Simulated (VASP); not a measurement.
# SiNi (Pmmn) in VASP: a series of runs

SiNi is run at these levels: PBE, r2SCAN, LDA, BLYP; tasks: single point.

Program: VASP 6.6.1. These are calculated values, not measurements. Logs are shortened: lines on timing, memory, paths and dates and some standing lists are left out, and cuts for length are marked.

### 1 The cell of the first run

The structure is orthorhombic, space group Pmmn (No. 59). Conventional cell: a = 2.998 Å, b = 3.319 Å, c = 4.706 Å, α = 90.00°, β = 90.00°, γ = 90.00°. Within 3.1 Å of Ni (site symmetry mm2) lie 6 Si at 2.35 to 2.40 Å and 6 Ni at 2.68 to 3.00 Å. Si (site symmetry mm2) has 6 Ni at 2.35 to 2.40 Å and 6 Si at 2.68 to 3.00 Å within 3.1 Å.

### 2 Single point, PBE, collinear spin, ferromagnetic start

INCAR

```
PREC = Accurate
ENCUT = 520
EDIFF = 1E-7
ISMEAR = -1
SIGMA = 0.05
LREAL = False
LASPH = True
NELM = 150
ALGO = Normal
ISIF = 2
LWAVE = False
LCHARG = True
ISPIN = 2
MAGMOM = 1 1 0 0
LORBIT = 11
LMAXMIX = 4
GGA = PE
LELF = True
LVHAR = True
NBANDS = 26
```

KPOINTS

```
Automatic mesh
0
Gamma
  9 8 6
```

POSCAR

```
SiNi
1.0
    2.9975683220      0.0000000000      0.0000000000
    0.0000000000      3.3190445577      0.0000000000
    0.0000000000      0.0000000000      4.7061561413
Ni Si
2 2
Direct
    0.5000000000      0.5000000000      0.3421944262
    0.0000000000      0.0000000000      0.6578055738
    0.5000000000      0.5000000000      0.8426252596
    0.0000000000      0.0000000000      0.1573747404
```

Potentials or basis: VASP PAW PBE potentials, release 64 (Ni, Si).

Started as:

```
$ cat potpaw_PBE.64/Ni/POTCAR potpaw_PBE.64/Si/POTCAR > POTCAR
$ mpirun -np 1 vasp_std > vasp.out
```

OUTCAR:

```text
PREC = Accurate
   ENCUT = 520
   EDIFF = 1E-7
   ISMEAR = -1
   LREAL = False
   LASPH = True
   NELM = 150
   ISIF = 2
   ISPIN = 2
   LORBIT = 11
   GGA = PE

 ion  position               nearest neighbor table
   1  0.500  0.500  0.342-   3 2.35   3 2.36   4 2.40   4 2.40   4 2.40   4 2.40   2 2.68   2 2.68
                             2 2.68   2 2.68
   2  0.000  0.000  0.658-   4 2.35   4 2.36   3 2.40   3 2.40   3 2.40   3 2.40   1 2.68   1 2.68
                             1 2.68   1 2.68
   3  0.500  0.500  0.843-   1 2.35   1 2.36   2 2.40   2 2.40   2 2.40   2 2.40   4 2.68   4 2.68
                             4 2.68   4 2.68
   4  0.000  0.000  0.157-   2 2.35   2 2.36   1 2.40   1 2.40   1 2.40   1 2.40   3 2.68   3 2.68
                             3 2.68   3 2.68

  LATTYP: Found a simple orthorhombic cell.
 ALAT       =     2.9975683220
 B/A-ratio  =     1.1072456742
 C/A-ratio  =     1.5699912849

  Lattice vectors:

 A1 = (   2.9975683220,   0.0000000000,   0.0000000000)
 A2 = (   0.0000000000,   3.3190445577,   0.0000000000)
 A3 = (   0.0000000000,   0.0000000000,   4.7061561413)

Analysis of symmetry for initial positions (statically):
=====================================================================
 Subroutine PRICEL returns:
 Original cell was already a primitive cell.

 Routine SETGRP: Setting up the symmetry group for a
 simple orthorhombic supercell.

 Subroutine GETGRP returns: Found  8 space group operations
 (whereof  4 operations were pure point group operations)
 out of a pool of  8 trial point group operations.

The static configuration has the point symmetry C_2v.
 The point group associated with its full space group is D_2h.

Analysis of symmetry for dynamics (positions and initial velocities):
=====================================================================
 Subroutine PRICEL returns:
 Original cell was already a primitive cell.

 Routine SETGRP: Setting up the symmetry group for a
 simple orthorhombic supercell.

 Subroutine GETGRP returns: Found  8 space group operations
 (whereof  4 operations were pure point group operations)
 out of a pool of  8 trial point group operations.

The dynamic configuration has the point symmetry C_2v.
 The point group associated with its full space group is D_2h.

Analysis of structural, dynamic, and magnetic symmetry:
=====================================================================
 Subroutine PRICEL returns:
 Original cell was already a primitive cell.
[... 135 lines left out ...]
  Fermi-wavevector in a.u.,A,eV,Ry     =   1.379255  2.606415 25.882979  1.902345
  Thomas-Fermi vector in A             =   2.504242
   LORBIT       =     11    0 simple, 1 ext, 2 COOP (PROOUT), +10 PAW based schemes
   GGA     = PE    functional components
   LHFCALC =     F    Hartree Fock is set to
   AEXX    =    0.0000 exact exchange contribution
   IVDW    =     0    specifies the selected vdW correction
   LEPSILON=     F    determine dielectric tensor
   LRPA    =     F    only Hartree local field effects (RPA)
 spin polarized calculation
  energy-cutoff  :      520.00
  volume of cell :       46.82
 maximum number of plane-waves:      1280
 NGX is ok and might be reduce to    24
   NGX = 11   NGY = 13   NGZ = 17

 number of electron      27.9999987 magnetization      -0.0001211

 number of electron      27.9999987 magnetization       0.0000203

 Free energy of the ion-electron system (eV)
  ---------------------------------------------------
  ext. energy  EPLUGINS =         0.00000000
  ---------------------------------------------------
  free energy    TOTEN  =       -23.62176753 eV

  energy without entropy =      -23.61326472  energy(sigma->0) =      -23.61751613

 E-fermi :  11.1941     XC(G=0): -12.4263

 val. band max:       11.1501039423   @ k =   0.4444   0.3750   0.5000
 cond. band min:      11.2335070249   @ k =   0.3333   0.3750   0.0000
 fundamental gap:      0.0834030826
 Fermi energy:        11.1940542189

 spin component 1

 k-point     1 :       0.0000    0.0000    0.0000
  band No.  band energies     occupation
      1      -2.6046      1.00000
      2       3.1114      1.00000
      3       4.7921      1.00000
      4       7.1117      1.00000
      5       7.5728      1.00000
      6       8.2951      1.00000
[... 685 lines left out ...]
     25      27.7603      0.00000
     26      27.7603      0.00000

 [... further k-points ...]

 spin component 2

 k-point     1 :       0.0000    0.0000    0.0000
  band No.  band energies     occupation
      1      -2.6046      1.00000
      2       3.1114      1.00000
      3       4.7921      1.00000
      4       7.1117      1.00000
      5       7.5728      1.00000
      6       8.2951      1.00000
[... 685 lines left out ...]
     25      27.7603      0.00000
     26      27.7603      0.00000

 [... further k-points ...]
[... 5 lines left out ...]
  --------------------------------------------------------------------------------------
  -------------------------------------------------------------------------------------
  Total       -0.0155384      0.0054031      0.0757575      0.0000000      0.0000000      0.0000000
  in kB       -0.5317029      0.1848880      2.5923133      0.0000000      0.0000000      0.0000000
  external PRESSURE =       0.7484995 kB  Pullay stress =       0.0000000 kB

 VOLUME and BASIS-vectors are now :
 -----------------------------------------------------------------------------
  energy-cutoff  :      520.00
  volume of cell :       46.82
      direct lattice vectors                 reciprocal lattice vectors
     2.997568322  0.000000000  0.000000000     0.333603739  0.000000000  0.000000000
     0.000000000  3.319044558  0.000000000     0.000000000  0.301291526  0.000000000
     0.000000000  0.000000000  4.706156141     0.000000000  0.000000000  0.212487637

 POSITION                                       TOTAL-FORCE (eV/Angst)
 -----------------------------------------------------------------------------------
      1.49878      1.65952      1.61042         0.000000      0.000000      0.007018
      0.00000      0.00000      3.09574         0.000000      0.000000     -0.007018
      1.49878      1.65952      3.96553         0.000000      0.000000      0.002333
      0.00000      0.00000      0.74063         0.000000      0.000000     -0.002333
 -----------------------------------------------------------------------------------
    total drift:                                0.000000     -0.000000      0.000000

  FREE ENERGIE OF THE ION-ELECTRON SYSTEM (eV)
  ---------------------------------------------------
  free  energy   TOTEN  =       -23.6217675342 eV

  energy  without entropy=      -23.6132647194  energy(sigma->0) =      -23.61751613

 total charge

# of ion       s       p       d       tot
------------------------------------------
    1        0.471   0.589   8.458   9.517
    2        0.471   0.589   8.458   9.517
    3        0.750   0.849   0.000   1.599
    4        0.750   0.849   0.000   1.599
--------------------------------------------------
tot          2.441   2.875  16.916  22.232

 magnetization (x)

# of ion       s       p       d       tot
------------------------------------------
    1       -0.000   0.000  -0.000  -0.000
    2       -0.000   0.000  -0.000  -0.000
    3       -0.000  -0.000   0.000  -0.000
    4       -0.000  -0.000   0.000  -0.000
--------------------------------------------------
tot         -0.000  -0.000  -0.000  -0.000
```

OSZICAR:

```text
N       E                     dE             d eps       ncg     rms          rms(c)
DAV:   1     0.147692294715E+03    0.14769E+03   -0.11841E+04 10416   0.126E+03
DAV:   2    -0.169399530390E+02   -0.16463E+03   -0.15227E+03 10478   0.260E+02
DAV:   3    -0.265583859980E+02   -0.96184E+01   -0.92765E+01 12564   0.709E+01
DAV:   4    -0.267573168573E+02   -0.19893E+00   -0.19835E+00 12208   0.922E+00
DAV:   5    -0.267624507838E+02   -0.51339E-02   -0.51328E-02 12778   0.157E+00    0.206E+01
DAV:   6    -0.321857499648E+02   -0.54233E+01   -0.43280E+01 12520   0.121E+02    0.270E+01
DAV:   7    -0.236836450771E+02    0.85021E+01   -0.17716E+01 12544   0.768E+01    0.364E+00
DAV:   8    -0.236577792946E+02    0.25866E-01   -0.11662E+00 15482   0.114E+01    0.232E+00
DAV:   9    -0.236223474682E+02    0.35432E-01   -0.14086E-01 14722   0.476E+00    0.509E-01
DAV:  10    -0.236221246808E+02    0.22279E-03   -0.39969E-03 14558   0.615E-01    0.313E-01
DAV:  11    -0.236218803760E+02    0.24430E-03   -0.25901E-04 14290   0.125E-01    0.182E-01
DAV:  12    -0.236217753416E+02    0.10503E-03   -0.18373E-04 14952   0.213E-01    0.400E-02
DAV:  13    -0.236217716198E+02    0.37218E-05   -0.19488E-05 14774   0.441E-02    0.211E-02
DAV:  14    -0.236217688896E+02    0.27302E-05   -0.19085E-06 16248   0.168E-02    0.963E-03
DAV:  15    -0.236217674907E+02    0.13989E-05   -0.11725E-06 15854   0.141E-02    0.922E-04
DAV:  16    -0.236217675342E+02   -0.43514E-07   -0.14155E-07  6868   0.293E-03
   1 F= -.23621768E+02 E0= -.23617516E+02  d E =-.850281E-02  mag=    -0.0000
```

stdout:

```text
POSCAR found type information on POSCAR NiSi
 POSCAR found :  2 types and       4 ions
 scaLAPACK will be used
 LDA part: xc-table for (Slater+PW92), standard interpolation
 POSCAR, INCAR and KPOINTS ok, starting setup
 FFT: planning ... GRIDC
 FFT: planning ... GRID_SOFT
 FFT: planning ... GRID
 WAVECAR not read
 entering main loop
```

Wall time 5.1 min (1 thread of Oxide Virtual Turin-like, shared host); peak memory 0.27 GiB.

What came out:

| Quantity | Value |
| --- | --- |
| Free energy | -23.6218 eV |
| Pressure | 0.1 GPa |
| Largest force | 0.007 eV/Å |
| Band gap on the k mesh | zero (filled and empty bands overlap) |
| Net moment | 0.00 μB per cell |
| Valence electrons inside the program's atomic spheres | Ni 9.52; Si 1.60 |

Forces in eV/Å, atoms in the order of the input:
```
Ni   0.000  0.000  0.007
Ni   0.000  0.000 -0.007
Si   0.000  0.000  0.002
Si   0.000  0.000 -0.002
```

### 3 Single point, r2SCAN, collinear spin, ferromagnetic start

This run uses another cell than the first one, of 11.32 Å³/atom, 0.967 times its volume.

POSCAR

```
SiNi
1.0
    2.9470815497      0.0000000000      0.0000000000
    0.0000000000      3.2966223513      0.0000000000
    0.0000000000      0.0000000000      4.6615225491
Ni Si
2 2
Direct
    0.5000000000      0.5000000000      0.3431759547
    0.0000000000      0.0000000000      0.6568240453
    0.5000000000      0.5000000000      0.8431734547
    0.0000000000      0.0000000000      0.1568265453
```

INCAR.step1

```
  ALGO = Normal
  EDIFF = 1E-4
  ENCUT = 520
  GGA = PE
  ISMEAR = -1
  ISPIN = 2
  LASPH = True
  LCHARG = False
  LMAXMIX = 4
  LREAL = False
  LWAVE = True
  MAGMOM = 1 1 0 0
  NBANDS = 26
  NELM = 150
  PREC = Accurate
  SIGMA = 0.05
```

INCAR.step2

```
  ALGO = Normal
  EDIFF = 1E-7
  ENCUT = 520
  ISIF = 2
  ISMEAR = -1
  ISPIN = 2
  ISTART = 1
  LASPH = True
  LCHARG = False
  LMAXMIX = 4
  LMIXTAU = True
  LORBIT = 11
  LREAL = False
  LWAVE = False
  MAGMOM = 1 1 0 0
  METAGGA = R2SCAN
  NBANDS = 26
  NELM = 150
  PREC = Accurate
  SIGMA = 0.05
```

KPOINTS

```
k-points
0
Gamma
  9 8 6
```

Potentials or basis: VASP PAW PBE potentials, release 64 (Ni, Si).

Started as:

```
$ cat potpaw_PBE.64/Ni/POTCAR potpaw_PBE.64/Si/POTCAR > POTCAR
$ cp INCAR.step1 INCAR
$ mpirun -np 1 vasp_std > vasp.out
$ cp INCAR.step2 INCAR
$ mpirun -np 1 vasp_std > vasp.out
```

OUTCAR:

```text
EDIFF = 1E-7
   ENCUT = 520
   ISIF = 2
   ISMEAR = -1
   ISPIN = 2
   ISTART = 1
   LASPH = True
   LORBIT = 11
   LREAL = False
   METAGGA = R2SCAN
   NELM = 150
   PREC = Accurate

 ion  position               nearest neighbor table
   1  0.500  0.500  0.343-   3 2.33   3 2.33   4 2.38   4 2.38   4 2.38   4 2.38   2 2.65   2 2.65
                             2 2.65   2 2.65
   2  0.000  0.000  0.657-   4 2.33   4 2.33   3 2.38   3 2.38   3 2.38   3 2.38   1 2.65   1 2.65
                             1 2.65   1 2.65
   3  0.500  0.500  0.843-   1 2.33   1 2.33   2 2.38   2 2.38   2 2.38   2 2.38   4 2.65   4 2.65
                             4 2.65   4 2.65
   4  0.000  0.000  0.157-   2 2.33   2 2.33   1 2.38   1 2.38   1 2.38   1 2.38   3 2.65   3 2.65
                             3 2.65   3 2.65

  LATTYP: Found a simple orthorhombic cell.
 ALAT       =     2.9470815497
 B/A-ratio  =     1.1186057446
 C/A-ratio  =     1.5817419608

  Lattice vectors:

 A1 = (   2.9470815497,   0.0000000000,   0.0000000000)
 A2 = (   0.0000000000,   3.2966223513,   0.0000000000)
 A3 = (   0.0000000000,   0.0000000000,   4.6615225491)

Analysis of symmetry for initial positions (statically):
=====================================================================
 Subroutine PRICEL returns:
 Original cell was already a primitive cell.

 Routine SETGRP: Setting up the symmetry group for a
 simple orthorhombic supercell.

 Subroutine GETGRP returns: Found  8 space group operations
 (whereof  4 operations were pure point group operations)
 out of a pool of  8 trial point group operations.

The static configuration has the point symmetry C_2v.
 The point group associated with its full space group is D_2h.

Analysis of symmetry for dynamics (positions and initial velocities):
=====================================================================
 Subroutine PRICEL returns:
 Original cell was already a primitive cell.

 Routine SETGRP: Setting up the symmetry group for a
 simple orthorhombic supercell.

 Subroutine GETGRP returns: Found  8 space group operations
 (whereof  4 operations were pure point group operations)
[... 168 lines left out ...]
  free energy    TOTEN  =       -43.11343336 eV

  energy without entropy =      -43.10611108  energy(sigma->0) =      -43.10977222

 E-fermi :  11.6358     XC(G=0): -13.5616

 val. band max:       11.6119284472   @ k =   0.0000   0.0000   0.3333
 cond. band min:      11.6593199633   @ k =   0.4444   0.5000   0.3333
 fundamental gap:      0.0473915161
 Fermi energy:        11.6358456340

 spin component 1

 k-point     1 :       0.0000    0.0000    0.0000
  band No.  band energies     occupation
      1      -3.2391      1.00000
      2       2.9531      1.00000
      3       4.6750      1.00000
      4       7.1340      1.00000
      5       7.6320      1.00000
      6       8.5112      1.00000
[... 685 lines left out ...]
     25      29.5368      0.00000
     26      29.5368      0.00000

 [... further k-points ...]

 spin component 2

 k-point     1 :       0.0000    0.0000    0.0000
  band No.  band energies     occupation
      1      -3.2391      1.00000
      2       2.9531      1.00000
      3       4.6750      1.00000
      4       7.1340      1.00000
      5       7.6320      1.00000
      6       8.5112      1.00000
[... 685 lines left out ...]
     25      29.5368      0.00000
     26      29.5368      0.00000

 [... further k-points ...]
[... 5 lines left out ...]
  --------------------------------------------------------------------------------------
  -------------------------------------------------------------------------------------
  Total        0.0159560      0.0341192      0.0429948      0.0000000      0.0000000      0.0000000
  in kB        0.5644752      1.2070377      1.5210283      0.0000000      0.0000000      0.0000000
  external PRESSURE =       1.0975137 kB  Pullay stress =       0.0000000 kB

 VOLUME and BASIS-vectors are now :
 -----------------------------------------------------------------------------
  energy-cutoff  :      520.00
  volume of cell :       45.29
      direct lattice vectors                 reciprocal lattice vectors
     2.947081550  0.000000000  0.000000000     0.339318741  0.000000000  0.000000000
     0.000000000  3.296622351  0.000000000     0.000000000  0.303340781  0.000000000
     0.000000000  0.000000000  4.661522549     0.000000000  0.000000000  0.214522184

 POSITION                                       TOTAL-FORCE (eV/Angst)
 -----------------------------------------------------------------------------------
      1.47354      1.64831      1.59972         0.000000      0.000000      0.008640
      0.00000      0.00000      3.06180         0.000000      0.000000     -0.008640
      1.47354      1.64831      3.93047         0.000000      0.000000     -0.008512
      0.00000      0.00000      0.73105         0.000000      0.000000      0.008512
 -----------------------------------------------------------------------------------
    total drift:                                0.000000      0.000000     -0.000000

  FREE ENERGIE OF THE ION-ELECTRON SYSTEM (eV)
  ---------------------------------------------------
  free  energy   TOTEN  =       -43.1134333578 eV

  energy  without entropy=      -43.1061110840  energy(sigma->0) =      -43.10977222

 total charge

# of ion       s       p       d       tot
------------------------------------------
    1        0.497   0.650   8.489   9.636
    2        0.497   0.650   8.489   9.636
    3        0.736   0.881   0.000   1.617
    4        0.736   0.881   0.000   1.617
--------------------------------------------------
tot          2.465   3.063  16.978  22.506

 magnetization (x)

# of ion       s       p       d       tot
------------------------------------------
    1        0.000  -0.000  -0.000  -0.000
    2        0.000  -0.000  -0.000  -0.000
    3        0.000   0.000   0.000   0.000
    4        0.000   0.000   0.000   0.000
--------------------------------------------------
tot          0.000   0.000  -0.000   0.000
```

OSZICAR.step1:

```text
N       E                     dE             d eps       ncg     rms          rms(c)
DAV:   1     0.148064499362E+03    0.14806E+03   -0.11912E+04 10440   0.128E+03
DAV:   2    -0.170024607092E+02   -0.16507E+03   -0.15235E+03 10508   0.262E+02
DAV:   3    -0.265869145311E+02   -0.95845E+01   -0.92540E+01 12354   0.712E+01
DAV:   4    -0.267817828955E+02   -0.19487E+00   -0.19431E+00 12430   0.917E+00
DAV:   5    -0.267868389476E+02   -0.50561E-02   -0.50550E-02 12688   0.157E+00    0.211E+01
DAV:   6    -0.317570930985E+02   -0.49703E+01   -0.42624E+01 12556   0.120E+02    0.262E+01
DAV:   7    -0.236403896002E+02    0.81167E+01   -0.17390E+01 12572   0.769E+01    0.367E+00
DAV:   8    -0.236310604933E+02    0.93291E-02   -0.10842E+00 15468   0.106E+01    0.236E+00
DAV:   9    -0.235936180371E+02    0.37442E-01   -0.12862E-01 14724   0.476E+00    0.514E-01
DAV:  10    -0.235934016809E+02    0.21636E-03   -0.37321E-03 14038   0.572E-01    0.313E-01
DAV:  11    -0.235931601547E+02    0.24153E-03   -0.23024E-04 10426   0.139E-01    0.177E-01
DAV:  12    -0.235930400071E+02    0.12015E-03   -0.24971E-04  6308   0.260E-01    0.397E-02
DAV:  13    -0.235930374701E+02    0.25370E-05   -0.44411E-05  5690   0.740E-02
   1 F= -.23593037E+02 E0= -.23589177E+02  d E =-.772010E-02  mag=     0.0001
```

Run time: 15 min. Hardware: 1 thread of Oxide Virtual Turin-like, shared host; peak memory 0.27 GiB.

Results:

- Free energy: -43.1134 eV
- Pressure: 0.1 GPa
- Largest force: 0.009 eV/Å
- Band gap on the k mesh: zero (filled and empty bands overlap)
- Net moment: 0.00 μB per cell
- Valence electrons inside the program's atomic spheres: Ni 9.64; Si 1.62

Forces on the atoms (eV/Å):
```
Ni   0.000  0.000  0.009
Ni   0.000  0.000 -0.009
Si   0.000  0.000 -0.009
Si   0.000  0.000  0.009
```

Stress tensor (GPa, compression positive):
```
0.06 0.00 0.00
0.00 0.12 0.00
0.00 0.00 0.15
```

Levels at points of the mesh, in eV from the Fermi level:
Spin up:
| k point | band 12 | band 13 | band 14 | band 15 | band 16 | band 17 |
| --- | --- | --- | --- | --- | --- | --- |
| (0.00, 0.00, 0.00) | -2.13 | -2.05 | -1.53 | 1.32 | 2.93 | 5.44 |
| (0.00, 0.50, 0.00) | -2.38 | -2.35 | -2.35 | 1.28 | 1.28 | 5.26 |
| (0.00, 0.00, 0.50) | -2.10 | 1.08 | 1.60 | 2.29 | 2.60 | 3.08 |
| (0.00, 0.50, 0.50) | -2.22 | -2.11 | -2.11 | 5.57 | 5.57 | 5.73 |
Spin down:
```
           k point  band 10  band 11  band 12  band 13  band 14  band 15  band 16  band 17  band 18  band 19
(0.00, 0.00, 0.00)    -2.85    -2.46    -2.13    -2.05    -1.53     1.32     2.93     5.44     5.92     7.80
(0.00, 0.50, 0.00)    -2.91    -2.38    -2.38    -2.35    -2.35     1.28     1.28     5.26     5.26     8.35
(0.00, 0.00, 0.50)    -2.91    -2.81    -2.10     1.08     1.60     2.29     2.60     3.08     3.78     4.81
(0.00, 0.50, 0.50)    -2.67    -2.22    -2.22    -2.11    -2.11     5.57     5.57     5.73     5.73     7.56
```

Caveat: the PAW data sets were made with another functional, which shifts forces and pressure a little.

(Continued in part 2 of 2.)
